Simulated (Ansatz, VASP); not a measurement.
# One calculation of Sr2ZnCdC6N6, two programs

INCAR

```
SYSTEM = Sr2ZnCdC6N6
PREC = Accurate ; ENCUT = 520
EDIFF = 1E-7 ; ISMEAR = 0
SIGMA = 0.1 ; LREAL = Auto
LASPH = .True. ; NELM = 150
ALGO = Normal ; ISIF = 2
LWAVE = .False. ; LCHARG = .False.
ISPIN = 2 ; MAGMOM = 0 0 0 0 1 1 1 1 1 1 1 1 1 1 1 1
LORBIT = 11 ; GGA = PE
NBANDS = 67
```

Contents of KPOINTS:

```
Automatic mesh
0
Gamma
  4 4 4
  0 0 0
```

Contents of POSCAR:

```
Sr2ZnCdC6N6
1.0
    0.0000000000      5.1785000000      5.1785000000
    5.1785000000      0.0000000000      5.1785000000
    5.1785000000      5.1785000000      0.0000000000
Sr Zn Cd C N
2 1 1 6 6
Direct
    0.2500000000      0.2500000000      0.2500000000
    0.7500000000      0.7500000000      0.7500000000
    0.5000000000      0.5000000000      0.5000000000
    0.0000000000      0.0000000000      0.0000000000
    0.8067973400      0.1932026600      0.1932026600
    0.1932026600      0.8067973400      0.1932026600
    0.1932026600      0.1932026600      0.8067973400
    0.1932026600      0.8067973400      0.8067973400
    0.8067973400      0.1932026600      0.8067973400
    0.8067973400      0.8067973400      0.1932026600
    0.6938302600      0.3061697400      0.3061697400
    0.3061697400      0.6938302600      0.3061697400
    0.3061697400      0.3061697400      0.6938302600
    0.3061697400      0.6938302600      0.6938302600
    0.6938302600      0.3061697400      0.6938302600
    0.6938302600      0.6938302600      0.3061697400
```

Input for Ansatz:

```yaml
crystal:
  lattice:
    - [0.0, 5.1785, 5.1785]
    - [5.1785, 0.0, 5.1785]
    - [5.1785, 5.1785, 0.0]
  atoms:
    - { symbol: Sr, position: [0.25, 0.25, 0.25] }
    - { symbol: Sr, position: [0.75, 0.75, 0.75] }
    - { symbol: Zn, position: [0.5, 0.5, 0.5] }
    - { symbol: Cd, position: [0.0, 0.0, 0.0] }
    - { symbol: C, position: [0.80679734, 0.19320266, 0.19320266], spin: 1.0 }
    - { symbol: C, position: [0.19320266, 0.80679734, 0.19320266], spin: 1.0 }
    - { symbol: C, position: [0.19320266, 0.19320266, 0.80679734], spin: 1.0 }
    - { symbol: C, position: [0.19320266, 0.80679734, 0.80679734], spin: 1.0 }
    - { symbol: C, position: [0.80679734, 0.19320266, 0.80679734], spin: 1.0 }
    - { symbol: C, position: [0.80679734, 0.80679734, 0.19320266], spin: 1.0 }
    - { symbol: "N", position: [0.69383026, 0.30616974, 0.30616974], spin: 1.0 }
    - { symbol: "N", position: [0.30616974, 0.69383026, 0.30616974], spin: 1.0 }
    - { symbol: "N", position: [0.30616974, 0.30616974, 0.69383026], spin: 1.0 }
    - { symbol: "N", position: [0.30616974, 0.69383026, 0.69383026], spin: 1.0 }
    - { symbol: "N", position: [0.69383026, 0.30616974, 0.69383026], spin: 1.0 }
    - { symbol: "N", position: [0.69383026, 0.69383026, 0.30616974], spin: 1.0 }
basis:
  ecutwfc: 420
kpoints:
  mp_grid: { grid: [4, 4, 4] }
hamiltonian:
  xc: pbe
scf:
  occupations: { method: gaussian, width: 0.1 }
  lower_state_search: "off"
output:
  forces: true
  stress: true
  eigenvalues: true
  populations: true
magnetization:
  spin_polarized: true
```

Alike in both runs: task single point; functional PBE; k mesh 4 × 4 × 4; occupations gaussian, width 0.1 eV; collinear spin.

|  | VASP | Ansatz |
| --- | --- | --- |
| version | VASP 6.6.1 | Ansatz 0.2.0 |
| potentials or method | VASP PAW PBE potentials, release 64 (Sr_sv, Zn, Cd, C, N), cutoff 520 eV | scalar-relativistic, plane waves, PAW |
| valence electrons in the cell | 98 | 106 |

Ansatz gave:

| Item | Value |
| --- | --- |
| gap on the k mesh at the Fermi level (eV) | none |
| pressure (GPa) | 18.5 |
| rms of the force components (eV/Å) | 1.818 |
| net moment per atom (μB) | 0.00 |

Q: Which values does VASP return?

A: gap on the k mesh at the Fermi level (eV): none; pressure (GPa): 19.3; rms of the force components (eV/Å): 1.722; net moment per atom (μB): 0.00.

Atom by atom the forces differ by 0.149 eV/Å (rms over components). A gap of «none» marks a metal or a gap that the smearing closes. VASP's potentials hold 98 valence electrons a cell and Ansatz's 106, so a difference there can come from the potentials and not from the codes. Ansatz's warnings: seeded moment not kept.

Noted on VASP's run: the standard files for N, O and F lose accuracy on very short bonds.
